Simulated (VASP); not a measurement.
# AlN (I-4m2) in VASP: single point with HSE06

Aim: the single point of AlN with HSE06.

Program: VASP 6.6.1. These are calculated values, not measurements. Logs are shortened: lines on timing, memory, paths and dates and some standing lists are left out, and cuts for length are marked.

### Step 1. The cell of the first run

The structure is tetragonal, space group I-4m2 (No. 119). Conventional cell: a = 3.218 Å, b = 3.218 Å, c = 4.158 Å, α = 90.00°, β = 90.00°, γ = 90.00°. Within 2.5 Å of Al (site symmetry -4m2) lie 4 N at 1.92 Å. N (site symmetry -4m2) has 4 Al at 1.92 Å within 2.5 Å.

### Step 2. Single point, HSE06 (epitaxial xy strain +4.2%)

The input, POSCAR:

```
AlN
1.0
    0.0000000000      2.2757672799      2.0787988040
    2.2757672799      0.0000000000      2.0787988040
    2.2757672799      2.2757672799      0.0000000000
Al N
1 1
Direct
    0.0000000000      0.0000000000      0.0000000000
    0.2500000000      0.2500000000      0.2500000000
```

The input, INCAR.step1:

```
SYSTEM = AlN
PREC = Accurate
ENCUT = 520
EDIFF = 1E-5
ISMEAR = 0
SIGMA = 0.01
LREAL = .FALSE.
LASPH = .TRUE.
NELM = 100
ALGO = Normal
ISIF = 2
LWAVE = .TRUE.
LCHARG = .FALSE.
NBANDS = 11
GGA = PE
```

The input, INCAR.step2:

```
SYSTEM = AlN
PREC = Accurate
ENCUT = 520
EDIFF = 1E-6
ISMEAR = 0
SIGMA = 0.01
LREAL = .FALSE.
LASPH = .TRUE.
NELM = 100
ALGO = Normal
ISIF = 2
LWAVE = .FALSE.
LCHARG = .FALSE.
GGA = PE
LHFCALC = .TRUE.
HFSCREEN = 0.2079
PRECFOCK = Normal
NBANDS = 11
ISTART = 1
```

The input, KPOINTS:

```
regular mesh
0
G
  8 8 8
  0 0 0
```

Potentials or basis: VASP PAW PBE potentials, release 64 (Al, N).

Started as:

```
> cat potpaw_PBE.64/Al/POTCAR potpaw_PBE.64/N/POTCAR > POTCAR
> cp INCAR.step1 INCAR
> mpirun -np 1 vasp_std > vasp.out
> cp INCAR.step2 INCAR
> mpirun -np 1 vasp_std > vasp.out
```

OUTCAR:

```text
SYSTEM = AlN
   PREC = Accurate
   ENCUT = 520
   EDIFF = 1E-6
   ISMEAR = 0
   LREAL = .FALSE.
   LASPH = .TRUE.
   NELM = 100
   ISIF = 2
   GGA = PE
   LHFCALC = .TRUE.
   HFSCREEN = 0.2079
   PRECFOCK = Normal
   ISTART = 1

 ion  position               nearest neighbor table
   1  0.000  0.000  0.000-   2 1.92   2 1.92   2 1.92   2 1.92
   2  0.250  0.250  0.250-   1 1.92   1 1.92   1 1.92   1 1.92

  LATTYP: Found a body centered tetragonal cell.
 ALAT       =     3.2184209520
 C/A-ratio  =     1.2918128703

  Lattice vectors:

 A1 = (   0.0000000000,  -2.2757672799,  -2.0787988040)
 A2 = (   0.0000000000,   2.2757672799,  -2.0787988040)
 A3 = (   2.2757672799,   0.0000000000,   2.0787988040)

Analysis of symmetry for initial positions (statically):
=====================================================================
 Subroutine PRICEL returns:
 Original cell was already a primitive cell.

 Routine SETGRP: Setting up the symmetry group for a
 body centered tetragonal supercell.

 Subroutine GETGRP returns: Found  8 space group operations
 (whereof  8 operations were pure point group operations)
 out of a pool of 16 trial point group operations.

The static configuration has the point symmetry D_2d.

Analysis of symmetry for dynamics (positions and initial velocities):
=====================================================================
 Subroutine PRICEL returns:
 Original cell was already a primitive cell.

 Routine SETGRP: Setting up the symmetry group for a
 body centered tetragonal supercell.

 Subroutine GETGRP returns: Found  8 space group operations
 (whereof  8 operations were pure point group operations)
 out of a pool of 16 trial point group operations.

The dynamic configuration has the point symmetry D_2d.

 Subroutine INISYM returns: Found  8 space group operations
 (whereof  8 operations are pure point group operations),
 and found     1 'primitive' translations

----------------------------------------------------------------------------------------

                                     Primitive cell

  volume of cell :      21.5327

  direct lattice vectors                    reciprocal lattice vectors
     0.000000000  2.275767280  2.078798804    -0.219706120  0.219706120  0.240523517
     2.275767280  0.000000000  2.078798804     0.219706120 -0.219706120  0.240523517
     2.275767280  2.275767280  0.000000000     0.219706120  0.219706120 -0.240523517

  length of vectors
     3.082291547  3.082291547  3.218420952     0.392928901  0.392928901  0.392928901

  position of ions in fractional coordinates (direct lattice)
     0.000000000  0.000000000  0.000000000
     0.250000000  0.250000000  0.250000000

  ion indices of the primitive-cell ions
   primitive index   ion index
                 1           1
                 2           2

----------------------------------------------------------------------------------------

 KPOINTS: regular mesh

Automatic generation of k-mesh.
 Grid dimensions read from file:
 generate k-points for:    8    8    8

 Generating k-lattice:

  Cartesian coordinates                     Fractional coordinates (reciprocal lattice)
    -0.027463265  0.027463265  0.030065440     0.125000000  0.000000000  0.000000000
     0.027463265 -0.027463265  0.030065440     0.000000000  0.125000000  0.000000000
     0.027463265  0.027463265 -0.030065440    -0.000000000 -0.000000000  0.125000000

  Length of vectors
     0.049116113  0.049116113  0.049116113

  Shift w.r.t. Gamma in fractional coordinates (k-lattice)
     0.000000000  0.000000000  0.000000000

 Subroutine IBZKPT returns following result:
 ===========================================

 Found     59 irreducible k-points:

 Following reciprocal coordinates:
            Coordinates               Weight
  0.000000  0.000000  0.000000      1.000000
  0.125000  0.000000  0.000000      8.000000
  0.250000  0.000000  0.000000      8.000000
  0.375000  0.000000  0.000000      8.000000
  0.500000  0.000000  0.000000      4.000000
  0.125000  0.125000  0.000000      2.000000
[... 16 lines left out ...]
  0.250000  0.000000  0.125000     16.000000
  0.375000  0.000000  0.125000     16.000000
 [... further k-points ...]
   k-points           NKPTS =     59   k-points in BZ     NKDIM =    512   number of bands    NBANDS=     11
   number of dos      NEDOS =    301   number of ions     NIONS =      2
   total plane-waves  NPLWV =  13824
   dimension x,y,z NGX =    24 NGY =   24 NGZ =   24
   dimension x,y,z NGXF=    48 NGYF=   48 NGZF=   48
   ions per type =               1   1
   NGX,Y,Z   is equivalent  to a cutoff of  12.94, 12.94, 12.40 a.u.
   NGXF,Y,Z  is equivalent  to a cutoff of  25.89, 25.89, 24.79 a.u.
 SYSTEM =  AlN
   PREC   = accura    normal or accurate (medium, high low for compatibility)
   ISTART =      1    job   : 0-new  1-cont  2-samecut
   ICHARG =      0    charge: 1-file 2-atom 10-const
   ISPIN  =      1    spin polarized calculation?
   LNONCOLLINEAR =      F non collinear calculations
   LSORBIT =      F    spin-orbit coupling
   LASPH  =      T    aspherical Exc in radial PAW
   ENCUT  =  520.0 eV  38.22 Ry    6.18 a.u.   5.73  5.73  5.98*2*pi/ulx,y,z
   NELM   =    100;   NELMIN=  2; NELMDL=  0     # of ELM steps
   EDIFF  = 0.1E-05   stopping-criterion for ELM
   LREAL  =      F    real-space projection
   EDIFFG = 0.1E-04   stopping-criterion for IOM
   NSW    =      0    number of steps for IOM
   IBRION =     -1    ionic relax: 0-MD 1-quasi-New 2-CG
   NFREE  =      0    steps in history (QN), initial steepest desc. (CG)
   ISIF   =      2    stress and relaxation
   ISYM   =      3    0-nonsym 1-usesym 2-fastsym
   POTIM  = 0.5000    time-step for ionic-motion
   TEBEG  =    0.0;   TEEND  =   0.0 temperature during run
   PSTRESS=    0.0 pullay stress
   NELECT =       8.0000    total number of electrons
   NUPDOWN=      -1.0000    fix difference up-down
   EMIN   =  10.00;   EMAX   =-10.00  energy-range for DOS
   EFERMI =   0.00;   METHOD = LEGACY
   ISMEAR =     0;   SIGMA  =   0.01  broadening in eV -4-tet -1-fermi 0-gaus
   EFERMI_NEDOS =   21; number of points for ismear=-14 and -15
   IALGO  =     38    algorithm
   IMIX   =      1    mixing-type and parameters
     AMIX     =   0.40;   BMIX     =  1.00
     AMIX_MAG =   1.60;   BMIX_MAG =  1.00
  volume/ion in A,a.u.               =      10.77        72.65
  Fermi-wavevector in a.u.,A,eV,Ry     =   1.176898  2.224014 18.845274  1.385089
  Thomas-Fermi vector in A             =   2.313254
   LORBIT       =      0    0 simple, 1 ext, 2 COOP (PROOUT), +10 PAW based schemes
   GGA     = PE    functional components
   LHFCALC =     T    Hartree Fock is set to
   PRECFOCK=normal    Normal, Fast or Accurate (Low or Medium for compatibility)
   ENCUT4O =  -1.0   cutoff for four orbital integrals eV
   NKREDX  =     1    reduce k-point grid by
   NKREDY  =     1    reduce k-point grid by
   NKREDZ  =     1    reduce k-point grid by
   AEXX    =    0.2500 exact exchange contribution
   HFSCREEN=    0.2079 screening length (either q_TF or 0.3 A-1)
   HFSCREENC=   0.2079 screening length for correlation (either q_TF or 0.3 A-1)
   ENCUTFOCK=  -1.0 apply spherical cutoff to Coloumb kernel
   IVDW    =     0    specifies the selected vdW correction
   LEPSILON=     F    determine dielectric tensor
   LRPA    =     F    only Hartree local field effects (RPA)
 non-spin polarized calculation
 Gauss-broadening in eV      SIGMA  =   0.01
  energy-cutoff  :      520.00
  volume of cell :       21.53
 maximum number of plane-waves:       588
  NGX = 18; NGY = 18; NGZ = 18

 number of electron       8.0000001 magnetization

 Free energy of the ion-electron system (eV)
  ---------------------------------------------------
  ext. energy  EPLUGINS =         0.00000000
  ---------------------------------------------------
  free energy    TOTEN  =       -17.33430947 eV

  energy without entropy =      -17.33430947  energy(sigma->0) =      -17.33430947

 E-fermi :   5.0455     XC(G=0):  -8.9090

 val. band max:        5.0051470049   @ k =   0.0000   0.0000   0.0000
 cond. band min:       9.1009441991   @ k =   0.5000   0.5000   0.0000
 fundamental gap:      4.0957971943
 Fermi energy:         5.0455237325

 k-point     1 :       0.0000    0.0000    0.0000
  band No.  band energies     occupation
      1     -11.5133      2.00000
      2       4.6799      2.00000
      3       4.6799      2.00000
      4       5.0051      2.00000
      5       9.9741      0.00000
      6      18.6180      0.00000
      7      18.7361      0.00000
      8      18.7361      0.00000
      9      22.6134      0.00000
     10      24.3362      0.00000
     11      24.3362      0.00000

 k-point     2 :       0.1250    0.0000    0.0000
  band No.  band energies     occupation
      1     -11.2777      2.00000
      2       3.5443      2.00000
      3       4.5478      2.00000
      4       4.8510      2.00000
      5      10.9684      0.00000
      6      17.9482      0.00000
      7      18.7069      0.00000
      8      19.0535      0.00000
      9      21.5812      0.00000
     10      22.5233      0.00000
     11      25.4295      0.00000

 k-point     3 :       0.2500    0.0000    0.0000
  band No.  band energies     occupation
      1     -10.6341      2.00000
      2       1.3235      2.00000
      3       4.2514      2.00000
      4       4.7296      2.00000
      5      12.3684      0.00000
      6      16.8346      0.00000
      7      17.7810      0.00000
      8      19.3856      0.00000
      9      22.1437      0.00000
     10      22.5419      0.00000
     11      24.3254      0.00000

 k-point     4 :       0.3750    0.0000    0.0000
  band No.  band energies     occupation
      1      -9.8292      2.00000
      2      -0.6155      2.00000
      3       3.9819      2.00000
      4       4.6265      2.00000
      5      12.9821      0.00000
      6      16.2900      0.00000
      7      16.8257      0.00000
      8      18.8841      0.00000
      9      23.1699      0.00000
     10      24.9733      0.00000
     11      25.0608      0.00000

 k-point     5 :       0.5000    0.0000    0.0000
  band No.  band energies     occupation
      1      -9.4165      2.00000
      2      -1.4295      2.00000
      3       3.8770      2.00000
      4       4.5867      2.00000
      5      13.0528      0.00000
      6      16.2294      0.00000
      7      16.4777      0.00000
      8      18.5087      0.00000
      9      23.8611      0.00000
     10      26.6165      0.00000
     11      26.8423      0.00000
[... 211 lines left out ...]
 k-point    21 :       0.5000    0.5000    0.0000
  band No.  band energies     occupation
      1      -8.5275      2.00000
      2       0.1514      2.00000
      3       2.3566      2.00000
      4       2.3566      2.00000
      5       9.1009      0.00000
      6      13.6563      0.00000
      7      21.4207      0.00000
      8      21.6580      0.00000
      9      21.6580      0.00000
     10      29.5369      0.00000
     11      30.1948      0.00000

 k-point    22 :       0.1250    0.0000    0.1250
  band No.  band energies     occupation
      1     -11.2182      2.00000
      2       3.5267      2.00000
      3       4.4187      2.00000
      4       4.6749      2.00000
      5      11.1673      0.00000
      6      17.8084      0.00000
      7      18.7630      0.00000
      8      19.2853      0.00000
      9      19.5934      0.00000
     10      24.2453      0.00000
     11      25.3433      0.00000

 k-point    23 :       0.2500    0.0000    0.1250
  band No.  band energies     occupation
      1     -10.7259      2.00000
      2       1.9691      2.00000
      3       4.1160      2.00000
      4       4.4091      2.00000
      5      12.2612      0.00000
      6      16.7563      0.00000
      7      17.6324      0.00000
      8      19.3510      0.00000
      9      20.7567      0.00000
     10      23.9121      0.00000
     11      26.7033      0.00000

 k-point    24 :       0.3750    0.0000    0.1250
  band No.  band energies     occupation
      1      -9.9664      2.00000
      2       0.1126      2.00000
      3       3.6673      2.00000
      4       4.2365      2.00000
      5      13.1690      0.00000
      6      15.4232      0.00000
      7      17.5188      0.00000
      8      19.3671      0.00000
      9      22.3591      0.00000
     10      24.7235      0.00000
     11      26.5163      0.00000

 [... further k-points ...]
[... 5 lines left out ...]
  --------------------------------------------------------------------------------------
  -------------------------------------------------------------------------------------
  Total       -1.5010255     -1.5010255     -0.1280116      0.0000000      0.0000000      0.0000000
  in kB     -111.6864520   -111.6864520     -9.5249319      0.0000000      0.0000000      0.0000000
  external PRESSURE =     -77.6326120 kB  Pullay stress =       0.0000000 kB

 VOLUME and BASIS-vectors are now :
 -----------------------------------------------------------------------------
  energy-cutoff  :      520.00
  volume of cell :       21.53
      direct lattice vectors                 reciprocal lattice vectors
     0.000000000  2.275767280  2.078798804    -0.219706120  0.219706120  0.240523517
     2.275767280  0.000000000  2.078798804     0.219706120 -0.219706120  0.240523517
     2.275767280  2.275767280  0.000000000     0.219706120  0.219706120 -0.240523517

 POSITION                                       TOTAL-FORCE (eV/Angst)
 -----------------------------------------------------------------------------------
      0.00000      0.00000      0.00000         0.000000      0.000000     -0.000000
      1.13788      1.13788      1.03940        -0.000000     -0.000000      0.000000
 -----------------------------------------------------------------------------------
    total drift:                                0.000000      0.000000     -0.000001

  FREE ENERGIE OF THE ION-ELECTRON SYSTEM (eV)
  ---------------------------------------------------
  free  energy   TOTEN  =       -17.3343094703 eV

  energy  without entropy=      -17.3343094703  energy(sigma->0) =      -17.33430947
```

It took 50 min on 1 thread of Intel Xeon Platinum 8259CL at 2.50GHz (Skylake/Cascade Lake), shared host; peak memory 0.26 GiB.

What came out:

* Free energy: -17.3343 eV
* Pressure: -7.8 GPa
* Band gap on the k mesh: 4.10 eV (least direct gap 4.97 eV)

Caveat: the cell differs from its parent crystal (epitaxial xy strain +4.2%); the cell stands under tension; the PAW data sets were made with another functional, which shifts forces and pressure a little. A k mesh can miss the band edges.
